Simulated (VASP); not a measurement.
# Re (Fd-3m) in VASP: a series of runs, part 2 of 2

VASP 6.6.1. The steps go on from the part before.

## (3) Single point, PBEsol (21.02 Å³/atom)

This run uses another cell than the first one, of 21.02 Å³/atom.

The input, INCAR:

```
PREC = Accurate ; ENCUT = 520
EDIFF = 1E-7 ; ISMEAR = -1
SIGMA = 0.1 ; LREAL = False
LASPH = True ; NELM = 60
ALGO = Normal ; ISIF = 2
LWAVE = False ; LCHARG = False
GGA = PS ; NBANDS = 14
```

The input, KPOINTS:

```
Automatic mesh
0
Gamma
  11 11 11
```

The input, POSCAR:

```
Re
1.0
    0.0000000000      2.7597105803      2.7597105803
    2.7597105803      0.0000000000      2.7597105803
    2.7597105803      2.7597105803      0.0000000000
Re
2
Direct
    0.1250000000      0.1250000000      0.1250000000
    0.8750000000      0.8750000000      0.8750000000
```

Potentials or basis: VASP PAW PBE potentials, release 64 (Re).

Run with:

```sh
$ cat potpaw_PBE.64/Re/POTCAR > POTCAR
$ mpirun -np 1 vasp_std > vasp.out
```

OUTCAR:

```text
PREC = Accurate
   ENCUT = 520
   EDIFF = 1E-7
   ISMEAR = -1
   LREAL = False
   LASPH = True
   NELM = 60
   ISIF = 2
   GGA = PS

 ion  position               nearest neighbor table
   1  0.125  0.125  0.125-   2 2.39   2 2.39   2 2.39   2 2.39
   2  0.875  0.875  0.875-   1 2.39   1 2.39   1 2.39   1 2.39

  LATTYP: Found a face centered cubic cell.
 ALAT       =     5.5194211606

  Lattice vectors:

 A1 = (   0.0000000000,   2.7597105803,   2.7597105803)
[... 595 lines left out ...]

------------------------ aborting loop because EDIFF is reached ----------------------------------------

  FORCE on cell =-STRESS in cart. coord.  units (eV):
  Direction    XX          YY          ZZ          XY          YZ          ZX
  --------------------------------------------------------------------------------------
  -------------------------------------------------------------------------------------
  Total        1.6589767      1.6589767      1.6589767     -0.0000000      0.0000000     -0.0000000
  in kB       63.2310320     63.2310320     63.2310320     -0.0000000      0.0000000     -0.0000000
  external PRESSURE =      63.2310320 kB  Pullay stress =       0.0000000 kB

 VOLUME and BASIS-vectors are now :
 -----------------------------------------------------------------------------
  energy-cutoff  :      520.00
  volume of cell :       42.04
      direct lattice vectors                 reciprocal lattice vectors
     0.000000000  2.759710580  2.759710580    -0.181178419  0.181178419  0.181178419
     2.759710580  0.000000000  2.759710580     0.181178419 -0.181178419  0.181178419
     2.759710580  2.759710580  0.000000000     0.181178419  0.181178419 -0.181178419

 POSITION                                       TOTAL-FORCE (eV/Angst)
 -----------------------------------------------------------------------------------
      0.68993      0.68993      0.68993        -0.000000      0.000000     -0.000000
      4.82949      4.82949      4.82949         0.000000     -0.000000      0.000000
 -----------------------------------------------------------------------------------
    total drift:                               -0.000000      0.000000      0.000000

  FREE ENERGIE OF THE ION-ELECTRON SYSTEM (eV)
  ---------------------------------------------------
  free  energy   TOTEN  =       -23.2347801452 eV

  energy  without entropy=      -23.1967560639  energy(sigma->0) =      -23.21576810
```

stdout:

```text
POSCAR found type information on POSCAR Re
 POSCAR found :  1 types and       2 ions
 scaLAPACK will be used
 -----------------------------------------------------------------------------
|                                                                             |
|                                                                             |
|     You enforced a specific xc type in the INCAR file but a different       |
|     I HOPE YOU KNOW WHAT YOU ARE DOING!                                     |
|                                                                             |
 -----------------------------------------------------------------------------

 LDA part: xc-table for (Slater+PW92), standard interpolation
 POSCAR, INCAR and KPOINTS ok, starting setup
 FFT: planning ... GRIDC
 FFT: planning ... GRID_SOFT
 FFT: planning ... GRID
 WAVECAR not read
 entering main loop
```

It took 46 s on 1 thread of Intel Xeon Platinum 8259CL at 2.50GHz (Skylake/Cascade Lake), shared host; peak memory 0.18 GiB.

What came out:

| Quantity | Value |
| --- | --- |
| Free energy | -23.2348 eV |
| Pressure | 6.3 GPa |
| Band gap on the k mesh | zero (bands 7 and 8 overlap by 1.21 eV) |

Caveat: the cell stands under pressure; the PAW data sets were made with another functional, which shifts forces and pressure a little; spin-orbit coupling is left out, which moves the levels of the heavy elements.

## (4) Single point, PBEsol (21.89 Å³/atom)

This run uses another cell than the first one, of 21.89 Å³/atom.

The input, INCAR:

```
SYSTEM = Re
PREC     = Accurate       ! precision mode
ENCUT    = 520            ! plane-wave cutoff, eV
EDIFF    = 1E-7           ! SCF threshold, eV
ISMEAR   = -1             ! smearing method
SIGMA    = 0.1            ! smearing width, eV
LREAL    = .False.        ! projectors in reciprocal space
LASPH    = .True.         ! aspherical terms in the spheres
NELM     = 60             ! most SCF steps
ALGO     = Normal         ! electronic algorithm
ISIF     = 2              ! what is computed and relaxed
LWAVE    = .False.        ! write WAVECAR
LCHARG   = .False.        ! write CHGCAR
GGA      = PS             ! functional
NBANDS   = 14             ! bands
```

The input, KPOINTS:

```
Automatic mesh
0
Gamma
  11 11 11
  0 0 0
```

The input, POSCAR:

```
Re
1.0
    0.0000000000      2.7975195331      2.7975195331
    2.7975195331      0.0000000000      2.7975195331
    2.7975195331      2.7975195331      0.0000000000
Re
2
Direct
    0.1250000000      0.1250000000      0.1250000000
    0.8750000000      0.8750000000      0.8750000000
```

Run with:

```sh
$ cat potpaw_PBE.64/Re/POTCAR > POTCAR
$ mpirun -np 1 vasp_std > vasp.out
```

Run time: 48 s. Hardware: 1 thread of Intel Xeon Platinum 8259CL at 2.50GHz (Skylake/Cascade Lake), shared host; peak memory 0.18 GiB.

The run converged. Its results:

| Property | Result |
| --- | --- |
| Free energy | -23.2586 eV |
| Pressure | -1.8 GPa |
| Band gap on the k mesh | zero (bands 7 and 8 overlap by 1.17 eV) |

Levels at points of the mesh, in eV from the Fermi level:
```
           k point  band 5  band 6  band 7  band 8  band 9  band 10
(0.00, 0.00, 0.00)   -2.30   -2.30    0.65    0.65    0.65     4.25
```

Caveat: the PAW data sets were made with another functional, which shifts forces and pressure a little; spin-orbit coupling is left out, which moves the levels of the heavy elements.

## (5) Single point, PBEsol (22.77 Å³/atom)

This run uses another cell than the first one, of 22.77 Å³/atom.

The input, INCAR:

```
SYSTEM = Re
PREC = Accurate
ENCUT = 520
EDIFF = 1E-7
ISMEAR = -1
SIGMA = 0.1
LREAL = .False.
LASPH = .True.
NELM = 60
ALGO = Normal
ISIF = 2
LWAVE = .False.
LCHARG = .False.
GGA = PS
NBANDS = 14
```

KPOINTS is that of step 4.

The input, POSCAR:

```
Re
1.0
    0.0000000000      2.8343332223      2.8343332223
    2.8343332223      0.0000000000      2.8343332223
    2.8343332223      2.8343332223      0.0000000000
Re
2
Direct
    0.1250000000      0.1250000000      0.1250000000
    0.8750000000      0.8750000000      0.8750000000
```

Run with:

```sh
$ cat potpaw_PBE.64/Re/POTCAR > POTCAR
$ mpirun -np 1 vasp_std > vasp.out
```

It took 45 s on 1 thread of Intel Xeon Platinum 8259CL at 2.50GHz (Skylake/Cascade Lake), shared host; peak memory 0.18 GiB.

The run converged. Its results:

| Item | Value |
| --- | --- |
| Free energy | -23.2017 eV |
| Pressure | -8.5 GPa |
| Band gap on the k mesh | zero (bands 7 and 8 overlap by 1.13 eV) |

Levels at points of the mesh, in eV from the Fermi level:
| k point | band 5 | band 6 | band 7 | band 8 | band 9 | band 10 |
| --- | --- | --- | --- | --- | --- | --- |
| (0.00, 0.00, 0.00) | -2.23 | -2.23 | 0.62 | 0.62 | 0.62 | 4.02 |

Caveat: the cell stands under tension; the PAW data sets were made with another functional, which shifts forces and pressure a little; spin-orbit coupling is left out, which moves the levels of the heavy elements.

## (6) Single point, PBEsol (23.65 Å³/atom)

This run uses another cell than the first one, of 23.65 Å³/atom.

INCAR: that of step 5 with these lines changed.

```diff
@@ -3,3 +3,3 @@
 ENCUT = 520
-EDIFF = 1E-7
+EDIFF = 1E-6
 ISMEAR = -1
```

The input, KPOINTS:

```
regular mesh
0
Gamma
  11 11 11
  0 0 0
```

The input, POSCAR:

```
Re
1.0
    0.0000000000      2.8702146672      2.8702146672
    2.8702146672      0.0000000000      2.8702146672
    2.8702146672      2.8702146672      0.0000000000
Re
2
Direct
    0.1250000000      0.1250000000      0.1250000000
    0.8750000000      0.8750000000      0.8750000000
```

Potentials or basis: VASP PAW PBE potentials, release 64 (Re).

Run with:

```sh
$ cat potpaw_PBE.64/Re/POTCAR > POTCAR
$ mpirun -np 1 vasp_std > vasp.out
```

Wall time 49 s (1 thread of Intel Xeon Platinum 8259CL at 2.50GHz (Skylake/Cascade Lake), shared host); peak memory 0.18 GiB.

Results (log left out):

* Free energy: -23.0793 eV
* Pressure: -13.9 GPa
* Band gap on the k mesh: zero (bands 7 and 8 overlap by 1.08 eV)

Levels at points of the mesh, in eV from the Fermi level:
| k point | band 4 | band 5 | band 6 | band 7 | band 8 | band 9 | band 10 | band 11 |
| --- | --- | --- | --- | --- | --- | --- | --- | --- |
| (0.00, 0.00, 0.00) | -2.15 | -2.15 | -2.15 | 0.59 | 0.59 | 0.59 | 3.80 | 3.80 |

Caveat: the cell stands under tension; the PAW data sets were made with another functional, which shifts forces and pressure a little; spin-orbit coupling is left out, which moves the levels of the heavy elements.

## (7) Overview

| cell | gap on the mesh (eV) | pressure (GPa) |
| --- | --- | --- |
| a = 3.848 Å, angles 60.0°, 2 atoms | none | 16.3 |
| a = 3.903 Å, angles 60.0°, 2 atoms | none | 6.3 |
| a = 3.956 Å, angles 60.0°, 2 atoms | none | -1.8 |
| a = 4.008 Å, angles 60.0°, 2 atoms | none | -8.5 |
| a = 4.059 Å, angles 60.0°, 2 atoms | none | -13.9 |

Alike in all rows: task single point; level PBEsol; potentials or basis VASP PAW PBE potentials, release 64 (Re); no spin polarisation; k mesh 11 × 11 × 11; cutoff (eV) 520; smearing fermi-dirac 0.1 eV.

Caveats: the PAW data sets were made with another functional, which shifts forces and pressure a little; spin-orbit coupling is left out, which moves the levels of the heavy elements; the cell stands under pressure (at least some runs); the cell stands under tension (at least some runs).

Absolute energies hang on the potentials; compare differences alone.
